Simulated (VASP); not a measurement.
# MgO (Fm-3m) in VASP: single point with PBE

Aim: the single point of MgO with PBE.

Everything below comes from runs of VASP 6.6.1. Logs are shortened: lines on timing, memory, paths and dates and some standing lists are left out, and cuts for length are marked.

## (1) The cell of the first run

It takes space group Fm-3m (No. 225, cubic). Conventional cell: a = 4.217 Å, b = 4.217 Å, c = 4.217 Å, α = 90.00°, β = 90.00°, γ = 90.00°. Within 2.8 Å of Mg (site symmetry m-3m) lie 6 O at 2.11 Å. O (site symmetry m-3m) has 6 Mg at 2.11 Å within 2.8 Å.

## (2) Single point, PBE

INCAR reads:

```
SYSTEM = MgO
PREC = Accurate
ENCUT = 600
EDIFF = 1E-6
ISMEAR = 0
SIGMA = 0.01
LREAL = .FALSE.
LASPH = .TRUE.
NELM = 120
ALGO = Normal
ISIF = 2
LWAVE = .FALSE.
LCHARG = .FALSE.
GGA = PE
NBANDS = 11
GGA_COMPAT = .FALSE.
```

KPOINTS reads:

```
Automatic mesh
0
G
  5 5 5
  0 0 0
```

POSCAR reads:

```
MgO
1.0
    0.0000000000      2.1085000000      2.1085000000
    2.1085000000      0.0000000000      2.1085000000
    2.1085000000      2.1085000000      0.0000000000
Mg O
1 1
Direct
    0.0000000000      0.0000000000      0.0000000000
    0.5000000000      0.5000000000      0.5000000000
```

Potentials or basis: VASP PAW PBE potentials, release 64 (Mg, O).

Run with:

```bash
$ cat potpaw_PBE.64/Mg/POTCAR potpaw_PBE.64/O/POTCAR > POTCAR
$ mpirun -np 1 vasp_std > vasp.out
```

OUTCAR:

```text
SYSTEM = MgO
   PREC = Accurate
   ENCUT = 600
   EDIFF = 1E-6
   ISMEAR = 0
   LREAL = .FALSE.
   LASPH = .TRUE.
   NELM = 120
   ISIF = 2
   GGA = PE

 ion  position               nearest neighbor table
   1  0.000  0.000  0.000-   2 2.11   2 2.11   2 2.11   2 2.11   2 2.11   2 2.11
   2  0.500  0.500  0.500-   1 2.11   1 2.11   1 2.11   1 2.11   1 2.11   1 2.11

  LATTYP: Found a face centered cubic cell.
 ALAT       =     4.2170000000

  Lattice vectors:

 A1 = (   0.0000000000,   2.1085000000,   2.1085000000)
 A2 = (   2.1085000000,   0.0000000000,   2.1085000000)
 A3 = (   2.1085000000,   2.1085000000,   0.0000000000)

Analysis of symmetry for initial positions (statically):
=====================================================================
 Subroutine PRICEL returns:
 Original cell was already a primitive cell.

 Routine SETGRP: Setting up the symmetry group for a
 face centered cubic supercell.

 Subroutine GETGRP returns: Found 48 space group operations
 (whereof 48 operations were pure point group operations)
 out of a pool of 48 trial point group operations.

The static configuration has the point symmetry O_h .

Analysis of symmetry for dynamics (positions and initial velocities):
=====================================================================
 Subroutine PRICEL returns:
 Original cell was already a primitive cell.

 Routine SETGRP: Setting up the symmetry group for a
 face centered cubic supercell.

 Subroutine GETGRP returns: Found 48 space group operations
 (whereof 48 operations were pure point group operations)
 out of a pool of 48 trial point group operations.

The dynamic configuration has the point symmetry O_h .

 Subroutine INISYM returns: Found 48 space group operations
 (whereof 48 operations are pure point group operations),
 and found     1 'primitive' translations

----------------------------------------------------------------------------------------

                                     Primitive cell

  volume of cell :      18.7478

  direct lattice vectors                    reciprocal lattice vectors
     0.000000000  2.108500000  2.108500000    -0.237135404  0.237135404  0.237135404
     2.108500000  0.000000000  2.108500000     0.237135404 -0.237135404  0.237135404
     2.108500000  2.108500000  0.000000000     0.237135404  0.237135404 -0.237135404

  length of vectors
     2.981869296  2.981869296  2.981869296     0.410730569  0.410730569  0.410730569

  position of ions in fractional coordinates (direct lattice)
     0.000000000  0.000000000  0.000000000
     0.500000000  0.500000000  0.500000000

  ion indices of the primitive-cell ions
   primitive index   ion index
                 1           1
                 2           2

----------------------------------------------------------------------------------------

 KPOINTS: Automatic mesh

Automatic generation of k-mesh.
 Grid dimensions read from file:
 generate k-points for:    5    5    5

 Generating k-lattice:

  Cartesian coordinates                     Fractional coordinates (reciprocal lattice)
    -0.047427081  0.047427081  0.047427081     0.200000000  0.000000000  0.000000000
     0.047427081 -0.047427081  0.047427081     0.000000000  0.200000000  0.000000000
     0.047427081  0.047427081 -0.047427081     0.000000000  0.000000000  0.200000000

  Length of vectors
     0.082146114  0.082146114  0.082146114

  Shift w.r.t. Gamma in fractional coordinates (k-lattice)
     0.000000000  0.000000000  0.000000000

 Subroutine IBZKPT returns following result:
 ===========================================

 Found     10 irreducible k-points:

 Following reciprocal coordinates:
            Coordinates               Weight
  0.000000  0.000000  0.000000      1.000000
  0.200000  0.000000  0.000000      8.000000
  0.400000  0.000000  0.000000      8.000000
  0.200000  0.200000  0.000000      6.000000
  0.400000  0.200000  0.000000     24.000000
 -0.400000  0.200000  0.000000     24.000000
 -0.200000  0.200000  0.000000     12.000000
  0.400000  0.400000  0.000000      6.000000
 -0.400000  0.400000  0.000000     12.000000
 -0.400000  0.400000  0.200000     24.000000
   k-points           NKPTS =     10   k-points in BZ     NKDIM =     10   number of bands    NBANDS=     11
   number of dos      NEDOS =    301   number of ions     NIONS =      2
   total plane-waves  NPLWV =  13824
   dimension x,y,z NGX =    24 NGY =   24 NGZ =   24
   dimension x,y,z NGXF=    48 NGYF=   48 NGZF=   48
   ions per type =               1   1
   NGX,Y,Z   is equivalent  to a cutoff of  13.38, 13.38, 13.38 a.u.
   NGXF,Y,Z  is equivalent  to a cutoff of  26.76, 26.76, 26.76 a.u.
 SYSTEM =  MgO
   PREC   = accura    normal or accurate (medium, high low for compatibility)
   ISTART =      0    job   : 0-new  1-cont  2-samecut
   ICHARG =      2    charge: 1-file 2-atom 10-const
   ISPIN  =      1    spin polarized calculation?
   LNONCOLLINEAR =      F non collinear calculations
   LSORBIT =      F    spin-orbit coupling
   LASPH  =      T    aspherical Exc in radial PAW
   ENCUT  =  600.0 eV  44.10 Ry    6.64 a.u.   5.96  5.96  5.96*2*pi/ulx,y,z
   NELM   =    120;   NELMIN=  2; NELMDL= -5     # of ELM steps
   EDIFF  = 0.1E-05   stopping-criterion for ELM
   LREAL  =      F    real-space projection
   EDIFFG = 0.1E-04   stopping-criterion for IOM
   NSW    =      0    number of steps for IOM
   IBRION =     -1    ionic relax: 0-MD 1-quasi-New 2-CG
   NFREE  =      0    steps in history (QN), initial steepest desc. (CG)
   ISIF   =      2    stress and relaxation
   ISYM   =      2    0-nonsym 1-usesym 2-fastsym
   POTIM  = 0.5000    time-step for ionic-motion
   TEBEG  =    0.0;   TEEND  =   0.0 temperature during run
   PSTRESS=    0.0 pullay stress
   NELECT =       8.0000    total number of electrons
   NUPDOWN=      -1.0000    fix difference up-down
   EMIN   =  10.00;   EMAX   =-10.00  energy-range for DOS
   EFERMI =   0.00;   METHOD = LEGACY
   ISMEAR =     0;   SIGMA  =   0.01  broadening in eV -4-tet -1-fermi 0-gaus
   EFERMI_NEDOS =   21; number of points for ismear=-14 and -15
   IALGO  =     38    algorithm
   IMIX   =      4    mixing-type and parameters
     AMIX     =   0.40;   BMIX     =  1.00
     AMIX_MAG =   1.60;   BMIX_MAG =  1.00
  volume/ion in A,a.u.               =       9.37        63.26
  Fermi-wavevector in a.u.,A,eV,Ry     =   1.232503  2.329092 20.668107  1.519063
  Thomas-Fermi vector in A             =   2.367270
   LORBIT       =      0    0 simple, 1 ext, 2 COOP (PROOUT), +10 PAW based schemes
   GGA     = PE    functional components
   LHFCALC =     F    Hartree Fock is set to
   AEXX    =    0.0000 exact exchange contribution
   IVDW    =     0    specifies the selected vdW correction
   LEPSILON=     F    determine dielectric tensor
   LRPA    =     F    only Hartree local field effects (RPA)
 non-spin polarized calculation
 Gauss-broadening in eV      SIGMA  =   0.01
  energy-cutoff  :      600.00
  volume of cell :       18.75
 maximum number of plane-waves:       635
   NGX = 11   NGY = 11   NGZ = 11

 number of electron       8.0000005 magnetization

 Free energy of the ion-electron system (eV)
  ---------------------------------------------------
  ext. energy  EPLUGINS =         0.00000000
  ---------------------------------------------------
  free energy    TOTEN  =       -11.90846677 eV

  energy without entropy =      -11.90846677  energy(sigma->0) =      -11.90846677

 E-fermi :   3.2438     XC(G=0): -11.0609

 val. band max:        3.1618366707   @ k =   0.0000   0.0000   0.0000
 cond. band min:       7.8537750414   @ k =   0.0000   0.0000   0.0000
 fundamental gap:      4.6919383708
 Fermi energy:         3.2437892327

 k-point     1 :       0.0000    0.0000    0.0000
  band No.  band energies     occupation
      1     -14.0831      2.00000
      2       3.1618      2.00000
      3       3.1618      2.00000
      4       3.1618      2.00000
      5       7.8538      0.00000
      6      18.9415      0.00000
      7      18.9415      0.00000
      8      18.9415      0.00000
      9      22.8482      0.00000
     10      24.6191      0.00000
     11      24.6191      0.00000

 k-point     2 :       0.2000    0.0000    0.0000
  band No.  band energies     occupation
      1     -13.6895      2.00000
      2       1.1930      2.00000
      3       2.9245      2.00000
      4       2.9245      2.00000
      5       9.6797      0.00000
      6      16.1793      0.00000
      7      19.6595      0.00000
      8      19.6595      0.00000
      9      23.1931      0.00000
     10      23.1931      0.00000
     11      25.3686      0.00000

 k-point     3 :       0.4000    0.0000    0.0000
  band No.  band energies     occupation
      1     -12.9513      2.00000
      2      -1.0845      2.00000
      3       2.5701      2.00000
      4       2.5701      2.00000
      5      10.9834      0.00000
      6      15.5640      0.00000
      7      19.5495      0.00000
      8      19.5495      0.00000
      9      24.1978      0.00000
     10      24.8899      0.00000
     11      24.8899      0.00000

 k-point     4 :       0.2000    0.2000    0.0000
  band No.  band energies     occupation
      1     -13.5729      2.00000
      2       1.1420      2.00000
      3       2.6389      2.00000
      4       2.6389      2.00000
      5      10.3372      0.00000
      6      15.1977      0.00000
      7      19.8713      0.00000
      8      20.1075      0.00000
      9      20.1075      0.00000
     10      25.8318      0.00000
     11      29.2854      0.00000

 k-point     5 :       0.4000    0.2000    0.0000
  band No.  band energies     occupation
      1     -12.9668      2.00000
      2      -0.3728      2.00000
      3       1.9241      2.00000
      4       2.2930      2.00000
      5      12.1341      0.00000
      6      14.4550      0.00000
      7      17.4940      0.00000
      8      20.5237      0.00000
      9      21.8083      0.00000
     10      26.7212      0.00000
     11      28.7859      0.00000

 k-point     6 :      -0.4000    0.2000    0.0000
  band No.  band energies     occupation
      1     -12.6909      2.00000
      2      -0.8703      2.00000
      3       1.2749      2.00000
      4       2.3382      2.00000
      5      12.5655      0.00000
      6      15.3969      0.00000
      7      16.8364      0.00000
      8      20.2797      0.00000
      9      23.3088      0.00000
     10      25.5003      0.00000
     11      28.1685      0.00000

 k-point     7 :      -0.2000    0.2000    0.0000
  band No.  band energies     occupation
      1     -13.1843      2.00000
      2       0.0730      2.00000
      3       1.8315      2.00000
      4       2.7212      2.00000
      5      11.5725      0.00000
      6      15.0482      0.00000
      7      18.2319      0.00000
      8      20.9123      0.00000
      9      21.6127      0.00000
     10      24.4832      0.00000
     11      27.9340      0.00000

 k-point     8 :       0.4000    0.4000    0.0000
  band No.  band energies     occupation
      1     -12.7044      2.00000
      2      -0.6786      2.00000
      3       1.9271      2.00000
      4       1.9271      2.00000
      5      12.6061      0.00000
      6      12.9549      0.00000
      7      16.3552      0.00000
      8      21.7940      0.00000
      9      21.7940      0.00000
     10      28.9732      0.00000
     11      29.0993      0.00000

 k-point     9 :      -0.4000    0.4000    0.0000
  band No.  band energies     occupation
      1     -12.5304      2.00000
      2      -0.5270      2.00000
      3       0.8303      2.00000
      4       1.9516      2.00000
      5      13.0143      0.00000
      6      14.3664      0.00000
      7      15.8411      0.00000
      8      21.4018      0.00000
      9      21.4718      0.00000
     10      29.4982      0.00000
     11      29.7989      0.00000

 k-point    10 :      -0.4000    0.4000    0.2000
  band No.  band energies     occupation
      1     -12.5961      2.00000
      2      -0.3162      2.00000
      3       0.7952      2.00000
      4       1.7857      2.00000
      5      14.1948      0.00000
      6      14.2895      0.00000
      7      15.7951      0.00000
      8      19.6228      0.00000
      9      23.6328      0.00000
     10      25.7522      0.00000
     11      30.5546      0.00000

------------------------ aborting loop because EDIFF is reached ----------------------------------------

  FORCE on cell =-STRESS in cart. coord.  units (eV):
  Direction    XX          YY          ZZ          XY          YZ          ZX
  --------------------------------------------------------------------------------------
  -------------------------------------------------------------------------------------
  Total        0.3632992      0.3632992      0.3632992     -0.0000000     -0.0000000      0.0000000
  in kB       31.0473300     31.0473300     31.0473300     -0.0000000     -0.0000000      0.0000000
  external PRESSURE =      31.0473300 kB  Pullay stress =       0.0000000 kB

 VOLUME and BASIS-vectors are now :
 -----------------------------------------------------------------------------
  energy-cutoff  :      600.00
  volume of cell :       18.75
      direct lattice vectors                 reciprocal lattice vectors
     0.000000000  2.108500000  2.108500000    -0.237135404  0.237135404  0.237135404
     2.108500000  0.000000000  2.108500000     0.237135404 -0.237135404  0.237135404
     2.108500000  2.108500000  0.000000000     0.237135404  0.237135404 -0.237135404

 POSITION                                       TOTAL-FORCE (eV/Angst)
 -----------------------------------------------------------------------------------
      0.00000      0.00000      0.00000        -0.000000     -0.000000     -0.000000
      2.10850      2.10850      2.10850         0.000000      0.000000      0.000000
 -----------------------------------------------------------------------------------
    total drift:                               -0.000000     -0.000000      0.000000

  FREE ENERGIE OF THE ION-ELECTRON SYSTEM (eV)
  ---------------------------------------------------
  free  energy   TOTEN  =       -11.9084667659 eV

  energy  without entropy=      -11.9084667659  energy(sigma->0) =      -11.90846677
```

Run time: 4.4 s. Hardware: 1 thread of AMD EPYC 7R43 (Zen 3), shared host; peak memory 0.1 GiB.

Results:

```yaml
Free_energy: -11.9085 eV
Pressure: 3.1 GPa
Band_gap_on_the_k_mesh: 4.69 eV
```

Caveat: the k points lie up to 0.52 Å⁻¹ apart. A hybrid or GW would open this gap; PBE tends to underestimate it.
